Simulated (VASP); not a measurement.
Runs of VASP 6.6.1 on Be. The structure is that of space group P6_3/mmc (No. 194), or close to it. The cells are those of the table. 

```tsv
cell	gap on the mesh (eV)	pressure (GPa)
a = 2.185, b = 2.185, c = 3.781 Å, angles 90.0, 90.0, 120.0°, 2 atoms	none	1.7
a = 2.300, b = 2.300, c = 3.781 Å, angles 90.0, 90.0, 120.0°, 2 atoms	none	-10.3
a = 2.242, b = 2.242, c = 3.421 Å, angles 90.0, 90.0, 120.0°, 2 atoms	none	(a)
a = 2.414, b = 2.414, c = 3.691 Å, angles 90.0, 90.0, 120.0°, 2 atoms	none	-15.6
a = 2.414, b = 2.414, c = 3.511 Å, angles 90.0, 90.0, 120.0°, 2 atoms	none	-10.9
a = 2.357, b = 2.357, c = 3.421 Å, angles 90.0, 90.0, 120.0°, 2 atoms	none	-3.7
a = 2.414, b = 2.414, c = 3.781 Å, angles 90.0, 90.0, 120.0°, 2 atoms	none	(b)
a = 2.414, b = 2.414, c = 3.421 Å, angles 90.0, 90.0, 120.0°, 2 atoms	none	-7.9
```

Alike in all rows: task single point; level PBEsol; potentials or basis VASP PAW PBE potentials, release 64 (Be); no spin polarisation; k mesh 24 × 24 × 14; cutoff (eV) 520; smearing gaussian 0.15 eV.

Estimate the missing entries.

(a) 7.9; (b) -17.4.

Caveats: the PAW data sets were made with another functional, which shifts forces and pressure a little; the cell stands under tension (at least some runs); the cell stands under pressure (at least some runs).

A gap of «none» marks levels without a gap at the run's occupations.
